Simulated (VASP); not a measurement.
# ZrC (P6_3/mmc) in VASP: notebook, part 2 of 2

VASP 6.6.1. The steps go on from the part before.

### 3 Density of states, PBEsol

Input file POSCAR:

```
ZrC
1.0
    3.3914762718      0.0000000000      0.0000000000
   -1.6957381359      2.9371046077      0.0000000000
    0.0000000000      0.0000000000      5.2900530000
Zr C
2 2
Direct
    0.6666666667      0.3333333333      0.7500000000
    0.3333333333      0.6666666667      0.2500000000
    0.0000000000      0.0000000000      0.5000000000
    0.0000000000      0.0000000000      0.0000000000
```

Input file INCAR.step1:

```
ALGO = Normal
EDIFF = 1E-7
ENCUT = 520
GGA = PS
ISIF = 2
ISMEAR = -1
LASPH = True
LCHARG = True
LMAXMIX = 4
LREAL = False
LWAVE = False
NBANDS = 24
NELM = 100
PREC = Accurate
SIGMA = 0.05
```

Input file KPOINTS.step1:

```
k-points
0
Gamma
  9 9 5
```

Input file INCAR.step2:

```
ALGO = Normal
EDIFF = 1E-7
ENCUT = 520
GGA = PS
ICHARG = 11
ISIF = 2
ISMEAR = -5
LASPH = True
LCHARG = False
LMAXMIX = 4
LORBIT = 11
LREAL = False
LWAVE = False
NBANDS = 24
NEDOS = 2001
NELM = 100
PREC = Accurate
SIGMA = 0.05
```

Input file KPOINTS.step2:

```
k-points
0
Gamma
  14 14 8
```

Potentials or basis: VASP PAW PBE potentials, release 64 (Zr_sv, C).

The run is started by

```console
$ cat potpaw_PBE.64/Zr_sv/POTCAR potpaw_PBE.64/C/POTCAR > POTCAR
$ cp INCAR.step1 INCAR
$ cp KPOINTS.step1 KPOINTS
$ mpirun -np 1 vasp_std > vasp.out
$ cp INCAR.step2 INCAR
$ cp KPOINTS.step2 KPOINTS
$ mpirun -np 1 vasp_std > vasp.out
```

Run time: 2.2 min. Hardware: 1 thread of Intel Xeon 6975P-C, shared host; peak memory 0.26 GiB.

The run converged. Its results:

| Property | Result |
| --- | --- |
| Valence electrons inside the program's atomic spheres | Zr 9.86; C 2.31 |

Levels at points of the mesh, in eV from the Fermi level:
| k point | band 12 | band 13 | band 14 | band 15 | band 16 | band 17 | band 18 | band 19 | band 20 | band 21 |
| --- | --- | --- | --- | --- | --- | --- | --- | --- | --- | --- |
| (0.00, 0.00, 0.00) | -2.98 | -2.98 | -1.26 | -1.26 | 0.75 | 1.05 | 1.05 | 1.45 | 1.45 | 2.18 |
| (0.50, 0.00, 0.00) | -3.63 | -3.37 | -3.02 | -1.69 | -0.95 | 1.34 | 3.90 | 4.06 | 4.06 | 4.52 |
| (0.00, 0.00, 0.50) | -2.88 | -2.60 | -2.60 | -2.60 | -2.60 | 3.21 | 3.21 | 3.21 | 3.21 | 3.75 |
| (0.50, 0.00, 0.50) | -3.74 | -2.91 | -2.91 | -2.28 | -2.28 | 1.26 | 1.26 | 3.84 | 3.84 | 4.52 |

### 4 Density of states, PBEsol+U

POSCAR is that of step 3.

Input file INCAR.step1:

```
ALGO = Normal
EDIFF = 1E-6
ENCUT = 520
GGA = PS
ISIF = 2
ISMEAR = -1
LASPH = True
LCHARG = True
LDAU = True
LDAUJ = 0 0
LDAUL = 2 -1
LDAUPRINT = 1
LDAUTYPE = 2
LDAUU = 1 0
LMAXMIX = 4
LREAL = False
LWAVE = False
NBANDS = 24
NELM = 150
PREC = Accurate
SIGMA = 0.05
```

KPOINTS.step1 is that of step 3.

Input file INCAR.step2:

```
ALGO = Normal
EDIFF = 1E-6
ENCUT = 520
GGA = PS
ICHARG = 11
ISIF = 2
ISMEAR = -5
LASPH = True
LCHARG = False
LDAU = True
LDAUJ = 0 0
LDAUL = 2 -1
LDAUPRINT = 1
LDAUTYPE = 2
LDAUU = 1 0
LMAXMIX = 4
LORBIT = 11
LREAL = False
LWAVE = False
NBANDS = 24
NEDOS = 2001
NELM = 150
PREC = Accurate
SIGMA = 0.05
```

KPOINTS.step2 is that of step 3.

The run is started by

```console
$ cat potpaw_PBE.64/Zr_sv/POTCAR potpaw_PBE.64/C/POTCAR > POTCAR
$ cp INCAR.step1 INCAR
$ cp KPOINTS.step1 KPOINTS
$ mpirun -np 1 vasp_std > vasp.out
$ cp INCAR.step2 INCAR
$ cp KPOINTS.step2 KPOINTS
$ mpirun -np 1 vasp_std > vasp.out
```

It took 2 min on 1 thread of Intel Xeon 6975P-C, shared host; peak memory 0.26 GiB.

Results (log left out):

| Property | Result |
| --- | --- |
| Valence electrons inside the program's atomic spheres | Zr 9.82; C 2.32 |

Levels at points of the mesh, in eV from the Fermi level:
```csv
k point,band 13,band 14,band 15,band 16,band 17,band 18,band 19,band 20
"(0.00, 0.00, 0.00)",-3.00,-1.29,-1.29,0.80,1.10,1.10,1.49,1.49
"(0.50, 0.00, 0.00)",-3.39,-3.08,-1.71,-1.03,1.29,3.93,4.04,4.10
"(0.00, 0.00, 0.50)",-2.61,-2.61,-2.61,-2.61,3.27,3.27,3.27,3.27
"(0.50, 0.00, 0.50)",-2.92,-2.92,-2.32,-2.32,1.21,1.21,3.92,3.92
```

Eigenvalues of the final occupation matrices:
| site | spin | trace | eigenvalues |
| --- | --- | --- | --- |
| site 1 d | 1 | 0.82 | 0.13 0.16 0.16 0.19 0.19 |
| site 1 d | 2 | 0.82 | 0.13 0.16 0.16 0.19 0.19 |
| site 2 d | 1 | 0.82 | 0.13 0.16 0.16 0.19 0.19 |
| site 2 d | 2 | 0.82 | 0.13 0.16 0.16 0.19 0.19 |

Caveat: U without spin polarisation on a metal has little footing; the U is typed as a test and isn't derived for this compound.

### 5 Density of states, PBEsol+U

POSCAR is that of step 4.

Input file INCAR.step1:

```
PREC = Accurate
ENCUT = 520
EDIFF = 1E-6
ISMEAR = -1
SIGMA = 0.05
LREAL = False
LASPH = True
NELM = 150
ALGO = Normal
ISIF = 2
LWAVE = False
LCHARG = True
LMAXMIX = 4
LDAU = True
LDAUTYPE = 2
LDAUL = 2 -1
LDAUU = 4 0
LDAUJ = 0 0
LDAUPRINT = 1
GGA = PS
NBANDS = 24
```

Input file KPOINTS.step1:

```
regular mesh
0
Gamma
  9 9 5
```

Input file INCAR.step2:

```
PREC = Accurate
ENCUT = 520
EDIFF = 1E-6
ISMEAR = -5
SIGMA = 0.05
LREAL = False
LASPH = True
NELM = 150
ALGO = Normal
ISIF = 2
LWAVE = False
LCHARG = False
LMAXMIX = 4
LDAU = True
LDAUTYPE = 2
LDAUL = 2 -1
LDAUU = 4 0
LDAUJ = 0 0
LDAUPRINT = 1
GGA = PS
LORBIT = 11
NBANDS = 24
NEDOS = 2001
ICHARG = 11
```

Input file KPOINTS.step2:

```
regular mesh
0
Gamma
  14 14 8
```

The run is started by

```console
$ cat potpaw_PBE.64/Zr_sv/POTCAR potpaw_PBE.64/C/POTCAR > POTCAR
$ cp INCAR.step1 INCAR
$ cp KPOINTS.step1 KPOINTS
$ mpirun -np 1 vasp_std > vasp.out
$ cp INCAR.step2 INCAR
$ cp KPOINTS.step2 KPOINTS
$ mpirun -np 1 vasp_std > vasp.out
```

Run time: 2.2 min. Hardware: 1 thread of Intel Xeon 6975P-C, shared host; peak memory 0.26 GiB.

The run converged. Its results:

```yaml
Valence_electrons_inside_the_program's_atomic_spheres: Zr 9.70; C 2.34
```

Levels at points of the mesh, in eV from the Fermi level:
| k point | band 13 | band 14 | band 15 | band 16 | band 17 | band 18 | band 19 | band 20 |
| --- | --- | --- | --- | --- | --- | --- | --- | --- |
| (0.00, 0.00, 0.00) | -3.03 | -1.40 | -1.40 | 0.95 | 1.27 | 1.27 | 1.61 | 1.61 |
| (0.50, 0.00, 0.00) | -3.42 | -3.27 | -1.76 | -1.26 | 1.15 | 3.92 | 3.98 | 4.36 |
| (0.00, 0.00, 0.50) | -2.64 | -2.64 | -2.64 | -2.64 | 3.47 | 3.47 | 3.47 | 3.47 |
| (0.50, 0.00, 0.50) | -2.96 | -2.96 | -2.43 | -2.43 | 1.04 | 1.04 | 4.17 | 4.17 |

Eigenvalues of the final occupation matrices:
| site | spin | trace | eigenvalues |
| --- | --- | --- | --- |
| site 1 d | 1 | 0.75 | 0.11 0.14 0.14 0.18 0.18 |
| site 1 d | 2 | 0.75 | 0.11 0.14 0.14 0.18 0.18 |
| site 2 d | 1 | 0.75 | 0.11 0.14 0.14 0.18 0.18 |
| site 2 d | 2 | 0.75 | 0.11 0.14 0.14 0.18 0.18 |

Caveat: U without spin polarisation on a metal has little footing; the U is typed as a test and isn't derived for this compound.

### 6 Density of states, PBEsol+U

POSCAR is that of step 5.

Input file INCAR.step1:

```
SYSTEM = ZrC
PREC     = Accurate       ! precision mode
ENCUT    = 520            ! plane-wave cutoff, eV
EDIFF    = 1E-7           ! SCF threshold, eV
ISMEAR   = -1             ! smearing method
SIGMA    = 0.05           ! smearing width, eV
LREAL    = .False.        ! projectors in reciprocal space
LASPH    = .True.         ! aspherical terms in the spheres
NELM     = 150            ! most SCF steps
ALGO     = Normal         ! electronic algorithm
ISIF     = 2              ! what is computed and relaxed
LWAVE    = .False.        ! write WAVECAR
LCHARG   = .True.         ! write CHGCAR
LMAXMIX  = 4              ! l up to which the mixer works
LDAU     = .True.         ! DFT+U
LDAUTYPE = 2            
LDAUL    = 2 -1           ! shell
LDAUU    = 6 0            ! U, eV
LDAUJ    = 0 0          
LDAUPRINT= 1            
GGA      = PS             ! functional
NBANDS   = 24             ! bands
```

Input file KPOINTS.step1:

```
Automatic mesh
0
Gamma
  9 9 5
  0 0 0
```

Input file INCAR.step2:

```
SYSTEM = ZrC
PREC     = Accurate       ! precision mode
ENCUT    = 520            ! plane-wave cutoff, eV
EDIFF    = 1E-7           ! SCF threshold, eV
ISMEAR   = -5             ! smearing method
SIGMA    = 0.05           ! smearing width, eV
LREAL    = .False.        ! projectors in reciprocal space
LASPH    = .True.         ! aspherical terms in the spheres
NELM     = 150            ! most SCF steps
ALGO     = Normal         ! electronic algorithm
ISIF     = 2              ! what is computed and relaxed
LWAVE    = .False.        ! write WAVECAR
LCHARG   = .False.        ! write CHGCAR
LMAXMIX  = 4              ! l up to which the mixer works
LDAU     = .True.         ! DFT+U
LDAUTYPE = 2            
LDAUL    = 2 -1           ! shell
LDAUU    = 6 0            ! U, eV
LDAUJ    = 0 0          
LDAUPRINT= 1            
GGA      = PS             ! functional
LORBIT   = 11             ! projections on sites
NEDOS    = 2001           ! points of the DOS
ICHARG   = 11             ! starting density
```

Input file KPOINTS.step2:

```
Automatic mesh
0
Gamma
  14 14 8
  0 0 0
```

Potentials or basis: VASP PAW PBE potentials, release 64 (Zr_sv, C).

The run is started by

```console
$ cat potpaw_PBE.64/Zr_sv/POTCAR potpaw_PBE.64/C/POTCAR > POTCAR
$ cp INCAR.step1 INCAR
$ cp KPOINTS.step1 KPOINTS
$ mpirun -np 1 vasp_std > vasp.out
$ cp INCAR.step2 INCAR
$ cp KPOINTS.step2 KPOINTS
$ mpirun -np 1 vasp_std > vasp.out
```

Run time: 2 min. Hardware: 1 thread of Intel Xeon 6975P-C, shared host; peak memory 0.25 GiB.

Results (log left out):

- Valence electrons inside the program's atomic spheres: Zr 9.63; C 2.36

Levels at points of the mesh, in eV from the Fermi level:
```csv
k point,band 14,band 15,band 16,band 17,band 18,band 19
"(0.00, 0.00, 0.00)",-1.46,-1.46,1.04,1.40,1.40,1.72
"(0.50, 0.00, 0.00)",-3.39,-1.80,-1.42,1.06,3.90,3.94
"(0.00, 0.00, 0.50)",-2.65,-2.65,-2.65,3.63,3.63,3.63
"(0.50, 0.00, 0.50)",-2.97,-2.51,-2.51,0.93,0.93,4.37
```

Eigenvalues of the final occupation matrices:
| site | spin | trace | eigenvalues |
| --- | --- | --- | --- |
| site 1 d | 1 | 0.70 | 0.10 0.13 0.13 0.17 0.17 |
| site 1 d | 2 | 0.70 | 0.10 0.13 0.13 0.17 0.17 |
| site 2 d | 1 | 0.70 | 0.10 0.13 0.13 0.17 0.17 |
| site 2 d | 2 | 0.70 | 0.10 0.13 0.13 0.17 0.17 |

Caveat: U without spin polarisation on a metal has little footing; the U is typed as a test and isn't derived for this compound.
